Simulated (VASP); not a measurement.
# CuO (C2/c) in VASP: single point with PBE

Aim: the single point of CuO with PBE.

Everything below comes from runs of VASP 6.6.1. Logs are shortened: lines on timing, memory, paths and dates and some standing lists are left out, and cuts for length are marked.

## (1) The cell of the first run

Symmetry: C2/c, No. 15, monoclinic system. The conventional cell has a = 4.689 Å, b = 3.427 Å, c = 5.132 Å, α = 90.00°, β = 99.65°, γ = 90.00°. Cu (site symmetry -1) has 4 O at 1.92 to 1.98 Å within 2.5 Å. O (site symmetry 2) has 4 Cu at 1.92 to 1.98 Å within 2.5 Å.

## (2) Single point, PBE

INCAR reads:

```
  PREC = Accurate
  ENCUT = 520
  EDIFF = 1E-7
  ISMEAR = 0
  SIGMA = 0.1
  LREAL = False
  LASPH = True
  NELM = 60
  ALGO = Normal
  ISIF = 2
  LWAVE = False
  LCHARG = True
  GGA = PE
  LELF = True
  LVHAR = True
  NBANDS = 25
```

KPOINTS reads:

```
Automatic mesh
0
Gamma
  16 16 8
```

POSCAR reads:

```
CuO
1.0
    2.3446500000     -1.7134000000      0.0000000000
    2.3446500000      1.7134000000      0.0000000000
   -0.8605500000      0.0000000000      5.0594400000
Cu O
2 2
Direct
   -0.0057606320      0.4942611069      0.0018510956
    0.4942611069     -0.0057606320      0.5018510956
    0.5606959251      0.4278036000      0.2518489044
    0.4278036000      0.5606959251      0.7518489044
```

Potentials or basis: VASP PAW PBE potentials, release 64 (Cu, O).

Run with:

```bash
$ cat potpaw_PBE.64/Cu/POTCAR potpaw_PBE.64/O/POTCAR > POTCAR
$ mpirun -np 1 vasp_std > vasp.out
```

OUTCAR:

```text
PREC = Accurate
   ENCUT = 520
   EDIFF = 1E-7
   ISMEAR = 0
   LREAL = False
   LASPH = True
   NELM = 60
   ISIF = 2
   GGA = PE

 ion  position               nearest neighbor table
   1  0.994  0.494  0.002-   4 1.92   3 1.92   3 1.98   4 1.98
   2  0.494  0.994  0.502-   3 1.92   4 1.92   4 1.98   3 1.98
   3  0.561  0.428  0.252-   2 1.92   1 1.92   1 1.98   2 1.98
   4  0.428  0.561  0.752-   1 1.92   2 1.92   2 1.98   1 1.98

  LATTYP: Found a base centered monoclinic cell.
 ALAT       =     4.6893000000
 B/A-ratio  =     0.7307700510
 C/A-ratio  =     1.0944283424
 COS(beta)  =    -0.1676798048

  Lattice vectors:

 A1 = (   2.3446500000,  -1.7134000000,   0.0000000000)
 A2 = (   2.3446500000,   1.7134000000,   0.0000000000)
 A3 = (  -0.8605500000,   0.0000000000,   5.0594400000)

Analysis of symmetry for initial positions (statically):
=====================================================================
 Subroutine PRICEL returns:
 Original cell was already a primitive cell.

 Routine SETGRP: Setting up the symmetry group for a
 base centered monoclinic supercell.

 Subroutine GETGRP returns: Found  2 space group operations
 (whereof  1 operations were pure point group operations)
 out of a pool of  4 trial point group operations.

The static configuration has the point symmetry C_1 .
 The point group associated with its full space group is C_1h.

Analysis of symmetry for dynamics (positions and initial velocities):
=====================================================================
 Subroutine PRICEL returns:
 Original cell was already a primitive cell.

 Routine SETGRP: Setting up the symmetry group for a
 base centered monoclinic supercell.

 Subroutine GETGRP returns: Found  2 space group operations
 (whereof  1 operations were pure point group operations)
 out of a pool of  4 trial point group operations.

The dynamic configuration has the point symmetry C_1 .
 The point group associated with its full space group is C_1h.

 Subroutine INISYM returns: Found  2 space group operations
 (whereof  1 operations are pure point group operations),
 and found     1 'primitive' translations

----------------------------------------------------------------------------------------

                                     Primitive cell

  volume of cell :      40.6508

[... 91 lines left out ...]
   NELM   =     60;   NELMIN=  2; NELMDL= -5     # of ELM steps
   EDIFF  = 0.1E-06   stopping-criterion for ELM
   LREAL  =      F    real-space projection
   EDIFFG = 0.1E-05   stopping-criterion for IOM
   NSW    =      0    number of steps for IOM
   IBRION =     -1    ionic relax: 0-MD 1-quasi-New 2-CG
   NFREE  =      0    steps in history (QN), initial steepest desc. (CG)
   ISIF   =      2    stress and relaxation
   ISYM   =      2    0-nonsym 1-usesym 2-fastsym
   POTIM  = 0.5000    time-step for ionic-motion
   TEBEG  =    0.0;   TEEND  =   0.0 temperature during run
   PSTRESS=    0.0 pullay stress
   NELECT =      34.0000    total number of electrons
   NUPDOWN=      -1.0000    fix difference up-down
   EMIN   =  10.00;   EMAX   =-10.00  energy-range for DOS
   EFERMI =   0.00;   METHOD = LEGACY
   ISMEAR =     0;   SIGMA  =   0.10  broadening in eV -4-tet -1-fermi 0-gaus
   EFERMI_NEDOS =   21; number of points for ismear=-14 and -15
   IALGO  =     38    algorithm
   IMIX   =      4    mixing-type and parameters
     AMIX     =   0.40;   BMIX     =  1.00
     AMIX_MAG =   1.60;   BMIX_MAG =  1.00
  volume/ion in A,a.u.               =      10.16        68.58
  Fermi-wavevector in a.u.,A,eV,Ry     =   1.542451  2.914810 32.370373  2.379155
  Thomas-Fermi vector in A             =   2.648254
   LORBIT       =      0    0 simple, 1 ext, 2 COOP (PROOUT), +10 PAW based schemes
   GGA     = PE    functional components
   LHFCALC =     F    Hartree Fock is set to
   AEXX    =    0.0000 exact exchange contribution
   IVDW    =     0    specifies the selected vdW correction
   LEPSILON=     F    determine dielectric tensor
   LRPA    =     F    only Hartree local field effects (RPA)
 non-spin polarized calculation
 Gauss-broadening in eV      SIGMA  =   0.10
  energy-cutoff  :      520.00
  volume of cell :       40.65
 maximum number of plane-waves:      1129
 NGX is ok and might be reduce to    24
   NGX = 11   NGY = 11   NGZ = 19

 number of electron      34.0000000 magnetization

 Free energy of the ion-electron system (eV)
  ---------------------------------------------------
  ext. energy  EPLUGINS =         0.00000000
  ---------------------------------------------------
  free energy    TOTEN  =       -19.54278634 eV

  energy without entropy =      -19.53160006  energy(sigma->0) =      -19.53719320

 E-fermi :   5.7206     XC(G=0): -11.8901

 val. band max:        5.7198029105   @ k =  -0.0625   0.0625   0.3750
 cond. band min:       5.7210303786   @ k =   0.2500   0.2500   0.5000
 fundamental gap:      0.0012274681
 Fermi energy:         5.7206009519

 k-point     1 :       0.0000    0.0000    0.0000
  band No.  band energies     occupation
      1     -14.2716      2.00000
      2     -12.9205      2.00000
      3      -2.5065      2.00000
      4       0.0933      2.00000
      5       0.5068      2.00000
      6       2.3253      2.00000
[... 661 lines left out ...]
     24      21.1740      0.00000
     25      22.4516      0.00000

 [... further k-points ...]

------------------------ aborting loop because EDIFF is reached ----------------------------------------

  FORCE on cell =-STRESS in cart. coord.  units (eV):
  Direction    XX          YY          ZZ          XY          YZ          ZX
  --------------------------------------------------------------------------------------
  -------------------------------------------------------------------------------------
  Total        1.5210055      2.1905357      1.8895117      0.0000000      0.0000000      0.2895201
  in kB       59.9476448     86.3359549     74.4716449      0.0000000      0.0000000     11.4109054
  external PRESSURE =      73.5850815 kB  Pullay stress =       0.0000000 kB

 VOLUME and BASIS-vectors are now :
 -----------------------------------------------------------------------------
  energy-cutoff  :      520.00
  volume of cell :       40.65
      direct lattice vectors                 reciprocal lattice vectors
     2.344650000 -1.713400000  0.000000000     0.213251445 -0.291817439  0.036271510
     2.344650000  1.713400000  0.000000000     0.213251445  0.291817439  0.036271510
    -0.860550000  0.000000000  5.059440000     0.000000000  0.000000000  0.197650333

 POSITION                                       TOTAL-FORCE (eV/Angst)
 -----------------------------------------------------------------------------------
      3.48842     -0.85666      0.00937         0.000520     -0.000271      0.000452
      3.05814      0.85666      2.53909         0.000520      0.000271      0.000452
      2.10096     -0.22770      1.27421        -0.000520     -0.053532     -0.000452
      1.67068      0.22770      3.80393        -0.000520      0.053532     -0.000452
 -----------------------------------------------------------------------------------
    total drift:                                0.001125      0.000000      0.001335

  FREE ENERGIE OF THE ION-ELECTRON SYSTEM (eV)
  ---------------------------------------------------
  free  energy   TOTEN  =       -19.5427863381 eV

  energy  without entropy=      -19.5316000626  energy(sigma->0) =      -19.53719320
```

Run time: 14 min. Hardware: 1 thread of Intel Xeon 8259CL, shared host; peak memory 0.54 GiB.

Results:

```
Free energy            : -19.5428 eV
Pressure               : 7.4 GPa
Largest force          : 0.054 eV/Å
Band gap on the k mesh : zero (bands 17 and 18 overlap by 0.78 eV)
```

Forces on the atoms (eV/Å):
```
Cu   0.001  0.000  0.000
Cu   0.001  0.000  0.000
O   -0.001 -0.054  0.000
O   -0.001  0.054  0.000
```

Levels at points of the mesh, in eV from the Fermi level:
```csv
k point,band 13,band 14,band 15,band 16,band 17,band 18,band 19,band 20,band 21,band 22
"(0.00, 0.00, 0.00)",-2.45,-2.29,-2.22,-1.71,0.20,0.94,1.76,6.10,8.10,13.63
"(0.50, 0.00, 0.00)",-2.11,-1.65,-1.55,-1.46,0.06,0.27,4.64,6.27,6.94,11.19
"(0.50, 0.50, 0.00)",-2.20,-2.19,-1.70,-1.26,-0.73,1.07,3.21,7.20,8.43,10.00
"(0.00, 0.00, 0.50)",-2.25,-2.25,-1.56,-1.56,0.23,0.23,3.93,3.93,11.79,11.79
"(0.50, 0.00, 0.50)",-2.27,-2.20,-1.78,-1.66,-0.10,0.71,5.08,6.61,7.93,8.61
"(0.50, 0.50, 0.50)",-1.70,-1.70,-1.36,-1.36,-0.45,-0.45,5.12,5.12,9.02,9.02
```

Caveat: the cell stands under pressure; semilocal functionals often make such compounds metallic where correlation or magnetic order opens a gap, which also shifts bond lengths. With open d or f shells a metallic result of PBE can be an artefact of self-interaction; +U or a hybrid may open a gap.
